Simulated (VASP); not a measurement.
Here is a VASP 6.6.1 calculation.

INCAR

```
  PREC = Accurate
  ENCUT = 500
  EDIFF = 1E-6
  ISMEAR = 1
  SIGMA = 0.03
  LREAL = F
  LASPH = T
  NELM = 120
  ALGO = Normal
  ISIF = 2
  LWAVE = F
  LCHARG = F
  GGA = CA
  NBANDS = 12
  GGA_COMPAT = F
```

The input KPOINTS:

```
regular mesh
0
Gamma
  10 10 10
```

Contents of POSCAR:

```
As
1.0
    1.8799878575      1.0854114956      3.3276505507
   -1.8799878575      1.0854114956      3.3276505507
    0.0000000000     -2.1708229912      3.3276505507
As
2
Direct
    0.7695128170      0.7695128170      0.7695128170
    0.2304871830      0.2304871830      0.2304871830
```

Potentials or basis: VASP PAW LDA potentials, release 64 (As).

The run is started by

```console
$ cat potpaw_LDA.64/As/POTCAR > POTCAR
$ mpirun -np 1 vasp_std > vasp.out
```

Problem. What does it give for the band gap on the k mesh?

Solution. Zero (band 5 reaches 5.96 eV, above the bottom of band 6 at 5.74 eV).

Problem. Predict the largest force.

Solution. 0.060 eV/Å.

Problem. Predict the pressure.

Solution. 0.5 GPa.

Forces in eV/Å, atoms in the order of the input:
```
As   0.000  0.000 -0.060
As   0.000  0.000  0.060
```
